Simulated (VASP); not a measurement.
Wanted: the native input for a VASP 6.6.1 run.

* Task: single point
* Functional: PBE
* Potentials or basis: VASP PAW PBE potentials, release 64 (Be, Tl_d)
* Cutoff: 520 eV
* k mesh: 10 × 10 × 10
* Occupations: gaussian, width 0.1 eV
* Spin: no spin polarisation
* Dipole correction: no
* Further INCAR settings: ALGO = Fast; EDIFF = 1e-07; NBANDS = 28

The structure of BeTl3 lies in POSCAR:

```
BeTl3
1.0
    4.7085030219      0.0000000000      0.0000000000
    0.0000000000      4.7085030219      0.0000000000
    0.0000000000      0.0000000000      4.7085030219
Be Tl
1 3
Direct
    0.0000000000      0.0000000000      0.0000000000
    0.0000000000      0.5000000000      0.5000000000
    0.5000000000      0.0000000000      0.5000000000
    0.5000000000      0.5000000000      0.0000000000
```

One way to write it, as run:

INCAR

```
SYSTEM = BeTl3
PREC = Accurate
ENCUT = 520
EDIFF = 1E-7
ISMEAR = 0
SIGMA = 0.1
LREAL = .False.
LASPH = .True.
NELM = 80
ALGO = Fast
ISIF = 2
LWAVE = .False.
LCHARG = .False.
GGA = PE
NBANDS = 28
```

KPOINTS

```
regular mesh
0
Gamma
  10 10 10
  0 0 0
```

Potentials or basis: VASP PAW PBE potentials, release 64 (Be, Tl_d).

Command:

```console
$ cat potpaw_PBE.64/Be/POTCAR potpaw_PBE.64/Tl_d/POTCAR > POTCAR
$ mpirun -np 1 vasp_std > vasp.out
```

Results of the run:

```yaml
Pressure: 0.0 GPa
Band_gap_on_the_k_mesh: zero (an odd number of electrons rules out a gap without spin polarisation)
```

Caveat: spin-orbit coupling is left out, which moves the levels of the heavy elements.

It took 62 s on 1 thread of AMD EPYC 9R45 96-Core Processor (Zen 5) (shared host), peak memory 0.26 GiB.
